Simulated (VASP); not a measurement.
# Si (Pm-3n) in VASP: notebook, part 2 of 2

VASP 6.6.1. The steps go on from the part before.

## Step 3: Single point, revPBE

The input, INCAR:

```
SYSTEM = Si
PREC = Accurate
ENCUT = 520
EDIFF = 1E-6
ISMEAR = -1
SIGMA = 0.1
LREAL = .FALSE.
LASPH = .TRUE.
NELM = 100
ALGO = Normal
ISIF = 2
LWAVE = .FALSE.
LCHARG = .TRUE.
GGA = RE
LELF = .TRUE.
LVHAR = .TRUE.
NBANDS = 26
```

The input, KPOINTS:

```
regular mesh
0
G
  7 7 7
  0 0 0
```

The input, POSCAR:

```
Si
1.0
    4.9309046446      0.0000000000      0.0000000000
    0.0000000000      4.9309046446      0.0000000000
    0.0000000000      0.0000000000      4.9309046446
Si
8
Direct
    1.0000000000      0.0000000000      0.0000000000
    0.5000000000      0.5000000000      0.5000000000
    0.2500000000      0.0000000000      0.5000000000
    0.7500000000      0.0000000000      0.5000000000
    0.5000000000      0.2500000000      1.0000000000
    0.5000000000      0.7500000000      1.0000000000
    0.0000000000      0.5000000000      0.2500000000
    0.0000000000      0.5000000000      0.7500000000
```

Potentials or basis: VASP PAW PBE potentials, release 64 (Si).

On the command line:

```sh
cat potpaw_PBE.64/Si/POTCAR > POTCAR
mpirun -np 1 vasp_std > vasp.out
```

OUTCAR:

```text
SYSTEM = Si
   PREC = Accurate
   ENCUT = 520
   EDIFF = 1E-6
   ISMEAR = -1
   LREAL = .FALSE.
   LASPH = .TRUE.
   NELM = 100
   ISIF = 2
   GGA = RE

 ion  position               nearest neighbor table
   1  0.000  0.000  0.000-   3 2.76   4 2.76   5 2.76   6 2.76   7 2.76   8 2.76   3 2.76   4 2.76
                             7 2.76   8 2.76   5 2.76   6 2.76
   2  0.500  0.500  0.500-   3 2.76   4 2.76   5 2.76   6 2.76   7 2.76   8 2.76   5 2.76   6 2.76
                             3 2.76   4 2.76   7 2.76   8 2.76
   3  0.250  0.000  0.500-   4 2.47   4 2.47   1 2.76   1 2.76   2 2.76   2 2.76   8 3.02   5 3.02
                             5 3.02   6 3.02   6 3.02   7 3.02   8 3.02   7 3.02
   4  0.750  0.000  0.500-   3 2.47   3 2.47   1 2.76   1 2.76   2 2.76   2 2.76   8 3.02   5 3.02
                             5 3.02   6 3.02   6 3.02   7 3.02   8 3.02   7 3.02
   5  0.500  0.250  0.000-   6 2.47   6 2.47   1 2.76   2 2.76   2 2.76   1 2.76   8 3.02   4 3.02
                             3 3.02   4 3.02   3 3.02   7 3.02   7 3.02   8 3.02
   6  0.500  0.750  0.000-   5 2.47   5 2.47   1 2.76   2 2.76   2 2.76   1 2.76   8 3.02   4 3.02
                             3 3.02   4 3.02   3 3.02   7 3.02   7 3.02   8 3.02
   7  0.000  0.500  0.250-   8 2.47   8 2.47   1 2.76   2 2.76   1 2.76   2 2.76   3 3.02   4 3.02
[... 210 lines left out ...]
      6       2.0624      2.00000
[... 569 lines left out ...]
     25      12.3829      0.00000
     26      12.7078      0.00000

------------------------ aborting loop because EDIFF is reached ----------------------------------------

  FORCE on cell =-STRESS in cart. coord.  units (eV):
  Direction    XX          YY          ZZ          XY          YZ          ZX
  --------------------------------------------------------------------------------------
  -------------------------------------------------------------------------------------
  Total       -0.1493530     -0.1493530     -0.1493530      0.0000000      0.0000000      0.0000000
  in kB       -1.9959271     -1.9959271     -1.9959271      0.0000000      0.0000000      0.0000000
  external PRESSURE =      -1.9959271 kB  Pullay stress =       0.0000000 kB

 VOLUME and BASIS-vectors are now :
 -----------------------------------------------------------------------------
  energy-cutoff  :      520.00
  volume of cell :      119.89
      direct lattice vectors                 reciprocal lattice vectors
     4.930904645  0.000000000  0.000000000     0.202802543  0.000000000  0.000000000
     0.000000000  4.930904645  0.000000000     0.000000000  0.202802543  0.000000000
     0.000000000  0.000000000  4.930904645     0.000000000  0.000000000  0.202802543

 POSITION                                       TOTAL-FORCE (eV/Angst)
 -----------------------------------------------------------------------------------
      0.00000      0.00000      0.00000        -0.000000      0.000000     -0.000000
      2.46545      2.46545      2.46545        -0.000000      0.000000     -0.000000
      1.23273      0.00000      2.46545         0.000000      0.000000     -0.000000
      3.69818      0.00000      2.46545        -0.000000     -0.000000      0.000000
      2.46545      1.23273      0.00000         0.000000      0.000000     -0.000000
      2.46545      3.69818      0.00000         0.000000     -0.000000      0.000000
      0.00000      2.46545      1.23273        -0.000000      0.000000     -0.000000
      0.00000      2.46545      3.69818         0.000000     -0.000000      0.000000
 -----------------------------------------------------------------------------------
    total drift:                                0.000000      0.000000      0.000000

  FREE ENERGIE OF THE ION-ELECTRON SYSTEM (eV)
  ---------------------------------------------------
  free  energy   TOTEN  =       -36.8547160238 eV

  energy  without entropy=      -36.7544333271  energy(sigma->0) =      -36.80457468
```

OSZICAR:

```text
N       E                     dE             d eps       ncg     rms          rms(c)
DAV:   1     0.555272087356E+02    0.55527E+02   -0.12545E+04  1040   0.104E+03
DAV:   2    -0.326732445846E+02   -0.88200E+02   -0.80800E+02  1268   0.146E+02
DAV:   3    -0.370433030736E+02   -0.43701E+01   -0.42255E+01  1366   0.271E+01
DAV:   4    -0.370925002884E+02   -0.49197E-01   -0.49001E-01  1220   0.337E+00
DAV:   5    -0.370929774760E+02   -0.47719E-03   -0.47675E-03  1318   0.309E-01    0.863E+00
DAV:   6    -0.369388104245E+02    0.15417E+00   -0.42655E-02  1156   0.876E-01    0.474E+00
DAV:   7    -0.368553310137E+02    0.83479E-01   -0.81092E-02  1218   0.118E+00    0.340E-01
DAV:   8    -0.368547917595E+02    0.53925E-03   -0.35576E-03  1264   0.292E-01    0.104E-01
DAV:   9    -0.368547159681E+02    0.75791E-04   -0.19761E-04  1250   0.639E-02    0.511E-02
DAV:  10    -0.368547181274E+02   -0.21594E-05   -0.12306E-05  1276   0.165E-02    0.102E-02
DAV:  11    -0.368547168754E+02    0.12520E-05   -0.54620E-07   720   0.323E-03    0.476E-03
DAV:  12    -0.368547160238E+02    0.85154E-06   -0.27816E-07   662   0.217E-03
   1 F= -.36854716E+02 E0= -.36804575E+02  d E =-.100283E+00
```

stdout:

```text
POSCAR found type information on POSCAR Si
 POSCAR found :  1 types and       8 ions
 scaLAPACK will be used
 -----------------------------------------------------------------------------
|                                                                             |
|                                                                             |
|     You enforced a specific xc type in the INCAR file but a different       |
|     I HOPE YOU KNOW WHAT YOU ARE DOING!                                     |
|                                                                             |
 -----------------------------------------------------------------------------

 LDA part: xc-table for (Slater+PW92), standard interpolation
 POSCAR, INCAR and KPOINTS ok, starting setup
 FFT: planning ... GRIDC
 FFT: planning ... GRID_SOFT
 FFT: planning ... GRID
 WAVECAR not read
 entering main loop
```

It took 78 s on 1 thread of Intel Xeon 8259CL, shared host; peak memory 0.24 GiB.

What came out:

```yaml
Free_energy: -36.8547 eV
Pressure: -0.2 GPa
Band_gap_on_the_k_mesh: zero (bands 16 and 17 overlap by 2.24 eV)
```

Levels at points of the mesh, in eV from the Fermi level:
| k point | band 13 | band 14 | band 15 | band 16 | band 17 | band 18 | band 19 | band 20 |
| --- | --- | --- | --- | --- | --- | --- | --- | --- |
| (0.00, 0.00, 0.00) | -2.80 | -2.14 | -2.14 | -2.14 | -1.49 | -1.49 | -1.49 | 0.90 |

Caveat: the PAW data sets were made with another functional, which shifts forces and pressure a little.

## Step 4: Relaxation of cell and atoms, revPBE

The input, INCAR:

```
SYSTEM = Si
PREC = Accurate
ENCUT = 600
EDIFF = 1E-6
ISMEAR = -1
SIGMA = 0.1
LREAL = .FALSE.
LASPH = .TRUE.
NELM = 60
ALGO = Normal
ISIF = 3
LWAVE = .FALSE.
LCHARG = .FALSE.
GGA = RE
IBRION = 2
NSW = 80
EDIFFG = -0.01
```

The input, KPOINTS:

```
regular mesh
0
G
  5 5 5
  0 0 0
```

The input, POSCAR:

```
Si
1.0
    4.9341184017      0.0000000000      0.0000000000
    0.0000000000      4.9341184017      0.0000000000
    0.0000000000      0.0000000000      4.9341184017
Si
8
Direct
    0.0000000000      0.0000000000      0.0000000000
    0.5000000000      0.5000000000      0.5000000000
    0.2500000000      0.0000000000      0.5000000000
    0.7500000000      0.0000000000      0.5000000000
    0.5000000000      0.2500000000      0.0000000000
    0.5000000000      0.7500000000      0.0000000000
    0.0000000000      0.5000000000      0.2500000000
    0.0000000000      0.5000000000      0.7500000000
```

On the command line:

```sh
cat potpaw_PBE.64/Si/POTCAR > POTCAR
mpirun -np 1 vasp_std > vasp.out
```

Wall time 55 s (1 thread of Intel Xeon 8259CL, shared host); peak memory 0.24 GiB.

It converged, with:

| Property | Result |
| --- | --- |
| Free energy | -36.9466 eV |
| Relaxed volume | 14.91 Å³/atom |
| Relaxed cell | a = 4.923 Å, b = 4.923 Å, c = 4.923 Å, α = 90.00°, β = 90.00°, γ = 90.00° |
| Space group after relaxing (to 0.1 Å) | Pm-3n (No. 223) |
| Energy gained by relaxing | 0.1 meV/atom |
| Ionic steps | 2 |
| Pressure after relaxing | 0.0 GPa |
| Band gap on the k mesh | zero (bands 16 and 17 overlap by 1.92 eV) |

Step by step:
| step | energy change (eV) | largest force (eV/Å) | pressure (GPa) | volume (Å³) |
| --- | --- | --- | --- | --- |
| 1 | 0.0000 | 0.0000 | -0.51 | 120.12 |
| 2 | -0.0012 | 0.0000 | 0.04 | 119.30 |

Final structure:
```xyz
8
Lattice="4.9228 0.0000 0.0000 0.0000 4.9228 0.0000 0.0000 0.0000 4.9228" Properties=species:S:1:pos:R:3 pbc="T T T"
Si    0.0000    0.0000    0.0000
Si    2.4614    2.4614    2.4614
Si    1.2307    0.0000    2.4614
Si    3.6921    4.9228    2.4614
Si    2.4614    1.2307    4.9228
Si    2.4614    3.6921    0.0000
Si    4.9228    2.4614    1.2307
Si    4.9228    2.4614    3.6921
```

Levels at points of the mesh, in eV from the Fermi level:
```tsv
k point	band 14	band 15	band 16	band 17	band 18	band 19
(0.00, 0.00, 0.00)	-2.07	-2.07	-2.07	-1.44	-1.44	-1.44
```

Caveat: the PAW data sets were made with another functional, which shifts forces and pressure a little.

## Step 5: The runs side by side

| task | cell | k mesh | cutoff (eV) | gap on the mesh (eV) | pressure (GPa) |
| --- | --- | --- | --- | --- | --- |
| single point | a = 4.931 Å, 8 atoms | 5 × 5 × 5 | 520 | none | -0.4 |
| single point | a = 4.931 Å, 8 atoms | 7 × 7 × 7 | 520 | none | -0.2 |
| relaxation of cell and atoms | relaxed from a = 4.934 Å, 8 atoms | 5 × 5 × 5 | 600 | none | 0.0 |

Alike in all rows: level revPBE; potentials or basis VASP PAW PBE potentials, release 64 (Si); no spin polarisation; smearing fermi-dirac 0.1 eV.

Caveats: the PAW data sets were made with another functional, which shifts forces and pressure a little.

Absolute energies hang on the potentials; compare differences alone.
